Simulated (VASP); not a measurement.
Here is a VASP 6.6.1 calculation.

Contents of INCAR:

```
SYSTEM = HfN
ALGO = Normal
EDIFF = 1E-6
ENCUT = 520
GGA = PS
ISIF = 2
ISMEAR = -1
LASPH = .TRUE.
LCHARG = .FALSE.
LREAL = .FALSE.
LWAVE = .FALSE.
NBANDS = 23
NELM = 100
PREC = Accurate
SIGMA = 0.05
```

The input KPOINTS:

```
k-points
0
G
  10 10 5
  0 0 0
```

Contents of POSCAR:

```
HfN
1.0
    3.1084929515      0.0000000000      0.0000000000
   -1.5542464758      2.6920338634      0.0000000000
    0.0000000000      0.0000000000      5.3622672019
Hf N
2 2
Direct
    0.3333333333      0.6666666667      0.2500000000
    0.6666666667      0.3333333333      0.7500000000
    0.0000000000      0.0000000000      0.5000000000
    0.0000000000      0.0000000000      0.0000000000
```

Potentials or basis: VASP PAW PBE potentials, release 64 (Hf_pv, N).

Command:

```console
$ cat potpaw_PBE.64/Hf_pv/POTCAR potpaw_PBE.64/N/POTCAR > POTCAR
$ mpirun -np 1 vasp_std > vasp.out
```

Estimate the band gap on the k mesh.

zero (bands 15 and 16 overlap by 1.77 eV).

Estimate the pressure.

2.9 GPa.

Stress tensor (GPa, compression positive):
```
2.89 0.00 0.00
0.00 2.89 0.00
0.00 0.00 3.01
```

Caveat: the PAW data sets were made with another functional, which shifts forces and pressure a little; spin-orbit coupling is left out, which moves the levels of the heavy elements.
